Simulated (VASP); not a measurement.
NaI: single point with PBE

The system is NaI.

```
Na I
1.0
     0.00000    3.25783    3.25783
     3.25783    0.00000    3.25783
     3.25783    3.25783    0.00000
Na I
1 1
Direct
  0.00000 0.00000 0.00000
  0.50000 0.50000 0.50000
```

```json
{"Program": "VASP 6.6.1", "Task": "single point", "Functional": "PBE", "Potentials or basis": "VASP PAW PBE potentials, release 64 (Na_pv, I)", "Cutoff": "520 eV", "k mesh": "7 × 7 × 7", "Occupations": "fermi-dirac, width 0.01 eV", "Spin": "no spin polarisation", "Dipole correction": "no", "Further INCAR settings": "ALGO = Normal; EDIFF = 1e-07; NBANDS = 14"}
```

| Item | Value |
| --- | --- |
| Pressure | 0.1 GPa |
| Band gap on the k mesh | 3.59 eV |

Levels at points of the mesh, in eV from the valence-band top:
```csv
k point,band 5,band 6,band 7,band 8,band 9,band 10
"(0.00, 0.00, 0.00)",0.00,0.00,0.00,3.59,7.93,7.93
```

It took 32 s on 1 thread of Intel Xeon 8259CL, with other jobs on the host, peak memory 0.21 GiB.

Caveat: spin-orbit coupling is left out, which moves the levels of the heavy elements.
